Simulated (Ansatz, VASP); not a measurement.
Two plane-wave programs on W

The input POSCAR:

```
W
1.0
   -1.5174350000      1.5174350000      1.5573675000
    1.5174350000     -1.5174350000      1.5573675000
    1.5174350000      1.5174350000     -1.5573675000
W
1
Direct
    0.0000000000      0.0000000000      0.0000000000
```

File INCAR.step1:

```
SYSTEM = W
PREC     = Accurate       ! precision mode
ENCUT    = 520            ! plane-wave cutoff, eV
ISMEAR   = 0              ! smearing method
SIGMA    = 0.15           ! smearing width, eV
LREAL    = .FALSE.        ! projectors in reciprocal space
LASPH    = .TRUE.         ! aspherical terms in the spheres
NELM     = 60             ! most SCF steps
NBANDS   = 13             ! bands
GGA      = PE             ! functional
ALGO     = Normal         ! electronic algorithm
EDIFF    = 1E-4           ! SCF threshold, eV
LWAVE    = .TRUE.         ! write WAVECAR
LCHARG   = .FALSE.        ! write CHGCAR
```

Contents of INCAR.step2:

```
SYSTEM = W
PREC     = Accurate       ! precision mode
ENCUT    = 520            ! plane-wave cutoff, eV
EDIFF    = 1E-7           ! SCF threshold, eV
ISMEAR   = 0              ! smearing method
SIGMA    = 0.15           ! smearing width, eV
LREAL    = .FALSE.        ! projectors in reciprocal space
LASPH    = .TRUE.         ! aspherical terms in the spheres
NELM     = 60             ! most SCF steps
ALGO     = Normal         ! electronic algorithm
ISIF     = 2              ! what is computed and relaxed
LWAVE    = .FALSE.        ! write WAVECAR
LCHARG   = .FALSE.        ! write CHGCAR
METAGGA  = R2SCAN         ! meta-GGA
LMIXTAU  = .TRUE.       
NBANDS   = 13             ! bands
ISTART   = 1
```

KPOINTS

```
regular mesh
0
G
  20 20 20
  0 0 0
```

Input for Ansatz:

```yaml
crystal:
  lattice:
    - [-1.517435, 1.517435, 1.5573675]
    - [1.517435, -1.517435, 1.5573675]
    - [1.517435, 1.517435, -1.5573675]
  atoms:
    - { symbol: W, position: [0.0, 0.0, 0.0] }
basis:
  ecutwfc: 500
kpoints:
  mp_grid: { grid: [20, 20, 20] }
hamiltonian:
  xc: r2scan
scf:
  occupations: { method: gaussian, width: 0.15 }
output:
  forces: true
  stress: true
  eigenvalues: true
  write_density: true
  write_potential: true
  elf: true
  volumetric_format: npy
```

Change from the starting cell: strain -0.050 along x and y, -0.025 along z, atoms carried along.

Alike in both runs: task single point; functional r2SCAN; k mesh 20 × 20 × 20; occupations gaussian, width 0.15 eV; no spin polarisation.

|  | VASP | Ansatz |
| --- | --- | --- |
| version | VASP 6.6.1 | Ansatz 0.2.0 |
| potentials or method | VASP PAW PBE potentials, release 64 (W_sv), cutoff 520 eV | scalar-relativistic, plane waves, PAW |
| valence electrons in the cell | 14 | 14 |

Ansatz gave:

| Quantity | Value |
| --- | --- |
| gap on the k mesh at the Fermi level (eV) | none |
| pressure (GPa) | 41.0 |
| traceless stress, the component that is largest in VASP (GPa) | -7.82 |

Q: What did VASP give for the same quantities?

A: gap on the k mesh at the Fermi level (eV): none; pressure (GPa): 43.0; traceless stress, the component that is largest in VASP (GPa): -7.84.

VASP's potentials were made for PBE, not for r2SCAN. A gap of «none» marks a metal or a gap that the smearing closes. Both programs put the cell under a high pressure, so it lies far from rest at this level. The functional is the same, so the differences come from potentials, cutoffs and numerics.

Neither program's run includes spin-orbit coupling.
